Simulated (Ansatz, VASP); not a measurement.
One calculation of Sn, two programs

```
Sn
1.0
    -1.90444    1.90444    1.90444
     1.90444   -1.90444    1.90444
     1.90444    1.90444   -1.90444
Sn
1
Cartesian
  0.0000 0.0000 0.0000
```

Alike in both runs: functional PBE; k mesh 15 × 15 × 15; occupations fermi-dirac, width 0.1 eV; no spin polarisation.

Ansatz relaxed the structure, and its values are those at the end. VASP's run is a single point on that final structure, the one shown.

|  | VASP | Ansatz |
| --- | --- | --- |
| version | VASP 6.6.1 | Ansatz 0.2.0 |
| potentials or method | VASP PAW PBE potentials, release 64 (Sn_d) | PAW with Ansatz's default frozen-core files, scalar-relativistic |
| plane-wave cutoff (eV) | 520 | 420 |
| valence electrons in the cell | 14 | 14 |

Ansatz gave:

| Property | Result |
| --- | --- |
| pressure (GPa) | 0.0 |

Which values does VASP return?

Pressure (GPa): -0.1.
